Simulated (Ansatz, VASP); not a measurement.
## One calculation of Rb, two programs

File INCAR:

```
PREC = Accurate ; ENCUT = 520
EDIFF = 1E-6 ; ISMEAR = -1
SIGMA = 0.1 ; LREAL = False
LASPH = True ; NELM = 80
ALGO = Normal ; ISIF = 2
LWAVE = False ; LCHARG = False
NBANDS = 16
```

The input KPOINTS:

```
Automatic mesh
0
Gamma
  9 9 5
```

Contents of POSCAR:

```
Rb
1.0
    4.8453675387      0.0000000000      0.0000000000
   -2.4226837693      4.1962113792      0.0000000000
    0.0000000000      0.0000000000      7.9897611382
Rb
2
Direct
    0.3333333333      0.6666666667      0.2500000000
    0.6666666667      0.3333333333      0.7500000000
```

Input for Ansatz:

```yaml
crystal:
  lattice:
    - [4.8453675387, 0.0, 0.0]
    - [-2.4226837693, 4.1962113792, 0.0]
    - [0.0, 0.0, 7.9897611382]
  atoms:
    - { symbol: Rb, position: [0.3333333333, 0.6666666667, 0.25] }
    - { symbol: Rb, position: [0.6666666667, 0.3333333333, 0.75] }
hamiltonian:
  xc: lda
  pseudopotentials:
    kind: paw
    azcp:
      Rb: "pseudopotentials/Rb.paw.azcp"
basis:
  ecutwfc: 420
  fft_grid_basis: typed
kpoints:
  mp_grid: { grid: [9, 9, 5], shift: [0, 0, 0] }
magnetization:
  spin_polarized: false
scf:
  occupations: { method: fermi_dirac, width: 0.1 }
  lower_state_search: "off"
output:
  stress: true
```

Alike in both runs: task single point; functional LDA; k mesh 9 × 9 × 5; occupations fermi-dirac, width 0.1 eV; no spin polarisation.

|  | VASP | Ansatz |
| --- | --- | --- |
| version | VASP 6.6.1 | Ansatz 0.2.0 |
| potentials or method | VASP PAW LDA potentials, release 64 (Rb_sv), cutoff 520 eV | plane waves (420 eV) with PAW, scalar-relativistic |
| valence electrons in the cell | 18 | 18 |

```csv
,VASP,Ansatz,Ansatz less VASP
pressure (GPa),-0.1,-0.1,0.00
```

Ansatz warns that its potentials were made for another functional, while VASP's fit it. LDA's correlation is that of Perdew and Zunger in VASP and of Perdew and Wang (1992) in Ansatz.
